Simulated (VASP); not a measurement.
# Cu (Cmme) in VASP: notebook

Cu is run at these levels: PBEsol; tasks: single point.

Program: VASP 6.6.1. These are calculated values, not measurements. Logs are shortened: lines on timing, memory, paths and dates and some standing lists are left out, and cuts for length are marked.

### Step 1. The cell of the first run

Symmetry: Cmme, No. 67, orthorhombic system. The conventional cell has a = 2.720 Å, b = 4.087 Å, c = 4.087 Å, α = 90.00°, β = 90.00°, γ = 90.00°. Cu (site symmetry mm2) has 14 Cu at 2.26 to 3.06 Å within 3.1 Å.

### Step 2. Single point, PBEsol (atoms displaced along a vibrational mode)

File INCAR:

```
SYSTEM = Cu
PREC = Accurate
ENCUT = 520
EDIFF = 1E-7
ISMEAR = 0
SIGMA = 0.15
LREAL = .False.
LASPH = .True.
NELM = 80
ALGO = Fast
ISIF = 2
LWAVE = .False.
LCHARG = .False.
GGA = PS
NBANDS = 18
```

File KPOINTS:

```
Automatic mesh
0
Gamma
  26 26 14
  0 0 0
```

File POSCAR:

```
Cu
1.0
   -1.4450917219      1.4450917219      1.3600072129
    1.4450917219     -1.4450917219      1.3600072129
    2.8901834438      2.8901834438      0.0000000000
Cu
2
Direct
    0.0000000000      0.0000000000     -0.0293589716
    0.5000000000      0.5000000000      0.5293589716
```

Potentials or basis: VASP PAW PBE potentials, release 64 (Cu).

Started as:

```bash
> cat potpaw_PBE.64/Cu/POTCAR > POTCAR
> mpirun -np 1 vasp_std > vasp.out
```

OUTCAR:

```text
SYSTEM = Cu
   PREC = Accurate
   ENCUT = 520
   EDIFF = 1E-7
   ISMEAR = 0
   LREAL = .False.
   LASPH = .True.
   NELM = 80
   ISIF = 2
   GGA = PS

 ion  position               nearest neighbor table
   1  0.000  0.000  0.971-   2 2.26   2 2.26   2 2.66   2 2.66   2 2.73   2 2.73
   2  0.500  0.500  0.529-   1 2.26   1 2.26   1 2.66   1 2.66   1 2.73   1 2.73

  LATTYP: Found a base centered orthorhombic cell.
 ALAT       =     2.7200144258
 B/A-ratio  =     1.5026893186
 C/A-ratio  =     1.5026893186

  Lattice vectors:

 A1 = (  -1.4450917219,   1.4450917219,   1.3600072129)
 A2 = (   1.4450917219,  -1.4450917219,   1.3600072129)
 A3 = (   2.8901834438,   2.8901834438,   0.0000000000)

Analysis of symmetry for initial positions (statically):
=====================================================================
 Subroutine PRICEL returns:
 Original cell was already a primitive cell.

 Routine SETGRP: Setting up the symmetry group for a
 base centered orthorhombic supercell.

 Subroutine GETGRP returns: Found  8 space group operations
 (whereof  4 operations were pure point group operations)
 out of a pool of  8 trial point group operations.

The static configuration has the point symmetry C_2v.
 The point group associated with its full space group is D_2h.

Analysis of symmetry for dynamics (positions and initial velocities):
=====================================================================
 Subroutine PRICEL returns:
 Original cell was already a primitive cell.

 Routine SETGRP: Setting up the symmetry group for a
 base centered orthorhombic supercell.

 Subroutine GETGRP returns: Found  8 space group operations
 (whereof  4 operations were pure point group operations)
 out of a pool of  8 trial point group operations.

The dynamic configuration has the point symmetry C_2v.
 The point group associated with its full space group is D_2h.

 Subroutine INISYM returns: Found  8 space group operations
 (whereof  4 operations are pure point group operations),
 and found     1 'primitive' translations

----------------------------------------------------------------------------------------

                                     Primitive cell

  volume of cell :      22.7207

  direct lattice vectors                    reciprocal lattice vectors
    -1.445091722  1.445091722  1.360007213    -0.172999399  0.172999399  0.367645109
     1.445091722 -1.445091722  1.360007213     0.172999399 -0.172999399  0.367645109
     2.890183444  2.890183444  0.000000000     0.172999399  0.172999399  0.000000000

  length of vectors
     2.454831927  2.454831927  4.087336624     0.441611266  0.441611266  0.244658097

  position of ions in fractional coordinates (direct lattice)
     0.000000000  0.000000000  0.970641028
     0.500000000  0.500000000  0.529358972

  ion indices of the primitive-cell ions
   primitive index   ion index
                 1           1
                 2           2

----------------------------------------------------------------------------------------

 KPOINTS: Automatic mesh

Automatic generation of k-mesh.
 Grid dimensions read from file:
 generate k-points for:   26   26   14

 Generating k-lattice:

  Cartesian coordinates                     Fractional coordinates (reciprocal lattice)
    -0.006653823  0.006653823  0.014140196     0.038461538  0.000000000  0.000000000
     0.006653823 -0.006653823  0.014140196     0.000000000  0.038461538  0.000000000
     0.012357100  0.012357100  0.000000000     0.000000000  0.000000000  0.071428571

  Length of vectors
     0.016985049  0.016985049  0.017475578

  Shift w.r.t. Gamma in fractional coordinates (k-lattice)
     0.000000000  0.000000000  0.000000000

 Subroutine IBZKPT returns following result:
 ===========================================

 Found   1464 irreducible k-points:

 Following reciprocal coordinates:
            Coordinates               Weight
  0.000000  0.000000  0.000000      1.000000
  0.038462 -0.000000  0.000000      4.000000
  0.076923 -0.000000  0.000000      4.000000
  0.115385 -0.000000  0.000000      4.000000
  0.153846 -0.000000  0.000000      4.000000
  0.192308 -0.000000  0.000000      4.000000
[... 16 lines left out ...]
  0.346154  0.038462  0.000000      4.000000
  0.384615  0.038462  0.000000      4.000000
 [... further k-points ...]
   k-points           NKPTS =   1464   k-points in BZ     NKDIM =   1464   number of bands    NBANDS=     18
   number of dos      NEDOS =    301   number of ions     NIONS =      2
   total plane-waves  NPLWV =   9720
   dimension x,y,z NGX =    18 NGY =   18 NGZ =   30
   dimension x,y,z NGXF=    36 NGYF=   36 NGZF=   60
   ions per type =               2
   NGX,Y,Z   is equivalent  to a cutoff of  12.19, 12.19, 12.20 a.u.
   NGXF,Y,Z  is equivalent  to a cutoff of  24.38, 24.38, 24.40 a.u.
 SYSTEM =  Cu
   PREC   = accura    normal or accurate (medium, high low for compatibility)
   ISTART =      0    job   : 0-new  1-cont  2-samecut
   ICHARG =      2    charge: 1-file 2-atom 10-const
   ISPIN  =      1    spin polarized calculation?
   LNONCOLLINEAR =      F non collinear calculations
   LSORBIT =      F    spin-orbit coupling
   LASPH  =      T    aspherical Exc in radial PAW
   ENCUT  =  520.0 eV  38.22 Ry    6.18 a.u.   4.56  4.56  7.60*2*pi/ulx,y,z
   NELM   =     80;   NELMIN=  2; NELMDL= -5     # of ELM steps
   EDIFF  = 0.1E-06   stopping-criterion for ELM
   LREAL  =      F    real-space projection
   EDIFFG = 0.1E-05   stopping-criterion for IOM
   NSW    =      0    number of steps for IOM
   IBRION =     -1    ionic relax: 0-MD 1-quasi-New 2-CG
   NFREE  =      0    steps in history (QN), initial steepest desc. (CG)
   ISIF   =      2    stress and relaxation
   ISYM   =      2    0-nonsym 1-usesym 2-fastsym
   POTIM  = 0.5000    time-step for ionic-motion
   TEBEG  =    0.0;   TEEND  =   0.0 temperature during run
   PSTRESS=    0.0 pullay stress
   NELECT =      22.0000    total number of electrons
   NUPDOWN=      -1.0000    fix difference up-down
   EMIN   =  10.00;   EMAX   =-10.00  energy-range for DOS
   EFERMI =   0.00;   METHOD = LEGACY
   ISMEAR =     0;   SIGMA  =   0.15  broadening in eV -4-tet -1-fermi 0-gaus
   EFERMI_NEDOS =   21; number of points for ismear=-14 and -15
   IALGO  =     68    algorithm
   IMIX   =      4    mixing-type and parameters
     AMIX     =   0.40;   BMIX     =  1.00
     AMIX_MAG =   1.60;   BMIX_MAG =  1.00
  volume/ion in A,a.u.               =      11.36        76.66
  Fermi-wavevector in a.u.,A,eV,Ry     =   1.619602  3.060605 35.689600  2.623112
  Thomas-Fermi vector in A             =   2.713677
   LORBIT       =      0    0 simple, 1 ext, 2 COOP (PROOUT), +10 PAW based schemes
   GGA     = PS    functional components
   LHFCALC =     F    Hartree Fock is set to
   AEXX    =    0.0000 exact exchange contribution
   IVDW    =     0    specifies the selected vdW correction
   LEPSILON=     F    determine dielectric tensor
   LRPA    =     F    only Hartree local field effects (RPA)
 non-spin polarized calculation
 RMM-DIIS sequential band-by-band and
 Gauss-broadening in eV      SIGMA  =   0.15
  energy-cutoff  :      520.00
  volume of cell :       22.72
 maximum number of plane-waves:       632
   NGX =  9   NGY =  9   NGZ = 15

 number of electron      21.9999991 magnetization

 Free energy of the ion-electron system (eV)
  ---------------------------------------------------
  ext. energy  EPLUGINS =         0.00000000
  ---------------------------------------------------
  free energy    TOTEN  =        -8.29740541 eV

  energy without entropy =       -8.28958198  energy(sigma->0) =       -8.29349370

 E-fermi :   7.9137     XC(G=0): -13.1052

 val. band max:        7.9127087989   @ k =   0.5000   0.1538   0.0714
 cond. band min:       7.9162845546   @ k =  -0.2308   0.1538   0.2143
 fundamental gap:      0.0035757557
 Fermi energy:         7.9136972377

 k-point     1 :       0.0000    0.0000    0.0000
  band No.  band energies     occupation
      1      -1.8365      2.00000
      2       2.4631      2.00000
      3       4.0098      2.00000
      4       4.4427      2.00000
      5       4.5613      2.00000
      6       4.7864      2.00000
[... 10 lines left out ...]
     17      32.6217      0.00000
     18      32.8948      0.00000

 k-point     2 :       0.0385   -0.0000    0.0000
  band No.  band energies     occupation
      1      -1.7906      2.00000
      2       2.4909      2.00000
      3       4.0103      2.00000
      4       4.4484      2.00000
      5       4.5573      2.00000
      6       4.7888      2.00000
[... 10 lines left out ...]
     17      32.3857      0.00000
     18      32.9449      0.00000

 k-point     3 :       0.0769   -0.0000    0.0000
  band No.  band energies     occupation
      1      -1.6534      2.00000
      2       2.5726      2.00000
      3       4.0100      2.00000
      4       4.4581      2.00000
      5       4.5451      2.00000
      6       4.8030      2.00000
[... 10 lines left out ...]
     17      32.0047      0.00000
     18      32.3662      0.00000

 k-point     4 :       0.1154   -0.0000    0.0000
  band No.  band energies     occupation
      1      -1.4268      2.00000
      2       2.7031      2.00000
      3       4.0040      2.00000
      4       4.4526      2.00000
      5       4.5249      2.00000
      6       4.8476      2.00000
[... 10 lines left out ...]
     17      30.9208      0.00000
     18      32.7434      0.00000

 k-point     5 :       0.1538   -0.0000    0.0000
  band No.  band energies     occupation
      1      -1.1143      2.00000
      2       2.8737      2.00000
      3       3.9861      2.00000
      4       4.4173      2.00000
      5       4.4974      2.00000
      6       4.9223      2.00000
[... 10 lines left out ...]
     17      29.6715      0.00000
     18      31.6188      0.00000

 k-point     6 :       0.1923   -0.0000    0.0000
  band No.  band energies     occupation
      1      -0.7214      2.00000
      2       3.0710      2.00000
      3       3.9520      2.00000
      4       4.3548      2.00000
      5       4.4644      2.00000
      6       4.7407      2.00000
[... 10 lines left out ...]
     17      28.3344      0.00000
     18      30.3779      0.00000

 k-point     7 :       0.2308   -0.0000    0.0000
  band No.  band energies     occupation
      1      -0.2565      2.00000
      2       3.2745      2.00000
      3       3.9041      2.00000
      4       4.2758      2.00000
      5       4.4292      2.00000
      6       4.5388      2.00000
[... 10 lines left out ...]
     17      26.8710      0.00000
     18      29.3237      0.00000

 k-point     8 :       0.2692   -0.0000    0.0000
  band No.  band energies     occupation
      1       0.2676      2.00000
      2       3.4477      2.00000
      3       3.8607      2.00000
      4       4.1932      2.00000
      5       4.3765      2.00000
      6       4.3987      2.00000
[... 10 lines left out ...]
     17      25.4606      0.00000
     18      28.4149      0.00000
[... 229 lines left out ...]
     17      27.9508      0.00000
     18      31.1905      0.00000

 k-point    20 :       0.2308    0.0385    0.0000
  band No.  band energies     occupation
      1      -0.0238      2.00000
      2       3.3533      2.00000
      3       3.8496      2.00000
      4       4.3388      2.00000
      5       4.4560      2.00000
      6       4.4796      2.00000
[... 10 lines left out ...]
     17      26.3815      0.00000
     18      30.2780      0.00000

 k-point    21 :       0.2692    0.0385    0.0000
  band No.  band energies     occupation
      1       0.5162      2.00000
      2       3.4681      2.00000
      3       3.8540      2.00000
      4       4.2489      2.00000
      5       4.3399      2.00000
      6       4.4414      2.00000
[... 10 lines left out ...]
     17      24.8393      0.00000
     18      29.4604      0.00000

 k-point    22 :       0.3077    0.0385    0.0000
  band No.  band energies     occupation
      1       1.0837      2.00000
      2       3.4745      2.00000
      3       3.9078      2.00000
      4       4.1470      2.00000
      5       4.2698      2.00000
      6       4.4491      2.00000
[... 10 lines left out ...]
     17      23.4952      0.00000
     18      28.7386      0.00000

 k-point    23 :       0.3462    0.0385    0.0000
  band No.  band energies     occupation
      1       1.6426      2.00000
      2       3.4129      2.00000
      3       3.9547      2.00000
      4       4.0642      2.00000
      5       4.2483      2.00000
      6       4.4827      2.00000
[... 10 lines left out ...]
     17      23.3415      0.00000
     18      28.1173      0.00000

 k-point    24 :       0.3846    0.0385    0.0000
  band No.  band energies     occupation
      1       2.1460      2.00000
      2       3.3227      2.00000
      3       3.9680      2.00000
      4       4.0069      2.00000
      5       4.2740      2.00000
      6       4.5178      2.00000
[... 10 lines left out ...]
     17      23.2951      0.00000
     18      27.6008      0.00000

 [... further k-points ...]

------------------------ aborting loop because EDIFF is reached ----------------------------------------

  FORCE on cell =-STRESS in cart. coord.  units (eV):
  Direction    XX          YY          ZZ          XY          YZ          ZX
  --------------------------------------------------------------------------------------
  -------------------------------------------------------------------------------------
  Total        0.9252390      0.9252390      1.2152058      0.6141534      0.0000000     -0.0000000
  in kB       65.2442900     65.2442900     85.6916274     43.3077275      0.0000000     -0.0000000
  external PRESSURE =      72.0600691 kB  Pullay stress =       0.0000000 kB

 VOLUME and BASIS-vectors are now :
 -----------------------------------------------------------------------------
  energy-cutoff  :      520.00
  volume of cell :       22.72
      direct lattice vectors                 reciprocal lattice vectors
    -1.445091722  1.445091722  1.360007213    -0.172999399  0.172999399  0.367645109
     1.445091722 -1.445091722  1.360007213     0.172999399 -0.172999399  0.367645109
     2.890183444  2.890183444  0.000000000     0.172999399  0.172999399  0.000000000

 POSITION                                       TOTAL-FORCE (eV/Angst)
 -----------------------------------------------------------------------------------
      2.80533      2.80533      0.00000         1.530789      1.530789     -0.000000
      1.52994      1.52994      1.36001        -1.530789     -1.530789      0.000000
 -----------------------------------------------------------------------------------
    total drift:                               -0.000000     -0.000000      0.000000

  FREE ENERGIE OF THE ION-ELECTRON SYSTEM (eV)
  ---------------------------------------------------
  free  energy   TOTEN  =        -8.2974054085 eV

  energy  without entropy=       -8.2895819836  energy(sigma->0) =       -8.29349370
```

It took 7.3 min on 1 thread of Oxide Virtual Turin-like, shared host; peak memory 0.52 GiB.

What came out:

```yaml
Free_energy: -8.2974 eV
Pressure: 7.2 GPa
Largest_force: 2.165 eV/Å
Band_gap_on_the_k_mesh: zero (bands 11 and 12 overlap by 6.11 eV)
```

Forces in eV/Å, atoms in the order of the input:
```
Cu   1.531  1.531  0.000
Cu  -1.531 -1.531  0.000
```

Stress tensor (GPa, compression positive):
```
6.52 4.33 0.00
4.33 6.52 0.00
0.00 0.00 8.57
```

Levels at points of the mesh, in eV from the Fermi level:
```csv
k point,band 7,band 8,band 9,band 10,band 11,band 12,band 13,band 14,band 15,band 16
"(0.00, 0.00, 0.00)",-2.41,-2.35,-2.18,-2.08,-1.35,-0.80,3.88,18.81,19.26,22.84
"(0.50, 0.00, 0.00)",-2.32,-2.32,-1.83,-1.83,0.44,0.44,8.29,8.29,10.28,10.28
"(0.50, 0.50, 0.00)",-1.66,-1.57,-1.52,-1.42,-1.02,4.12,7.73,7.77,9.92,13.19
"(0.00, 0.00, 0.50)",-2.94,-2.46,-2.44,-2.19,-2.10,-1.87,11.59,14.52,20.78,22.11
"(0.50, 0.00, 0.50)",-2.03,-2.03,-1.46,-1.46,-0.47,-0.47,4.75,4.75,17.32,17.32
"(0.50, 0.50, 0.50)",-2.39,-2.29,-1.63,-1.46,2.18,3.76,4.81,5.04,12.52,13.99
```

Caveat: the cell differs from its parent crystal (atoms displaced along a vibrational mode); the cell stands under pressure; the PAW data sets were made with another functional, which shifts forces and pressure a little.

### Step 3. Single point, PBEsol (atoms displaced along a vibrational mode)

File INCAR:

```
SYSTEM = Cu
PREC = Accurate
ENCUT = 520
EDIFF = 1E-6
ISMEAR = 0
SIGMA = 0.15
LREAL = .FALSE.
LASPH = .TRUE.
NELM = 60
ALGO = Fast
ISIF = 2
LWAVE = .FALSE.
LCHARG = .FALSE.
GGA = PS
NBANDS = 18
```

File KPOINTS:

```
Automatic mesh
0
G
  26 26 14
  0 0 0
```

File POSCAR:

```
Cu
1.0
   -1.4450917219      1.4450917219      1.3600072129
    1.4450917219     -1.4450917219      1.3600072129
    2.8901834438      2.8901834438      0.0000000000
Cu
2
Direct
    0.0000000000      0.0000000000      0.0220192287
    0.5000000000      0.5000000000      0.4779807713
```

Potentials or basis: VASP PAW PBE potentials, release 64 (Cu).

Started as:

```bash
> cat potpaw_PBE.64/Cu/POTCAR > POTCAR
> mpirun -np 1 vasp_std > vasp.out
```

It took 4.5 min on 1 thread of Oxide Virtual Turin-like, shared host; peak memory 0.51 GiB.

The run converged. Its results:

```
Free energy            : -8.4086 eV
Pressure               : 4.5 GPa
Largest force          : 1.554 eV/Å
Band gap on the k mesh : zero (bands 11 and 12 overlap by 6.28 eV)
```

Forces on the atoms (eV/Å):
```
Cu  -1.099 -1.099  0.000
Cu   1.099  1.099  0.000
```

Stress tensor (GPa, compression positive):
```
4.11 2.47 0.00
2.47 4.11 0.00
0.00 0.00 5.18
```

Levels at points of the mesh, in eV from the Fermi level:
```
           k point  band 7  band 8  band 9  band 10  band 11  band 12  band 13  band 14  band 15  band 16
(0.00, 0.00, 0.00)   -2.39   -2.33   -2.15    -2.05    -1.37    -0.90     3.98    18.86    19.26    22.84
(0.50, 0.00, 0.00)   -2.30   -2.30   -1.82    -1.82     0.46     0.46     8.50     8.50    10.02    10.02
(0.50, 0.50, 0.00)   -1.62   -1.54   -1.54    -1.41    -1.02     4.12     7.66     7.68     9.93    13.23
(0.00, 0.00, 0.50)   -2.77   -2.47   -2.46    -2.14    -2.08    -1.97    11.94    14.18    20.98    22.06
(0.50, 0.00, 0.50)   -1.97   -1.97   -1.42    -1.42    -0.50    -0.50     4.77     4.77    17.32    17.32
(0.50, 0.50, 0.50)   -2.45   -2.40   -1.58    -1.46     2.36     3.55     4.82     5.00    12.70    13.80
```

Caveat: the cell differs from its parent crystal (atoms displaced along a vibrational mode); the cell stands under pressure; the PAW data sets were made with another functional, which shifts forces and pressure a little.

(Part 1 of 2 ends here.)
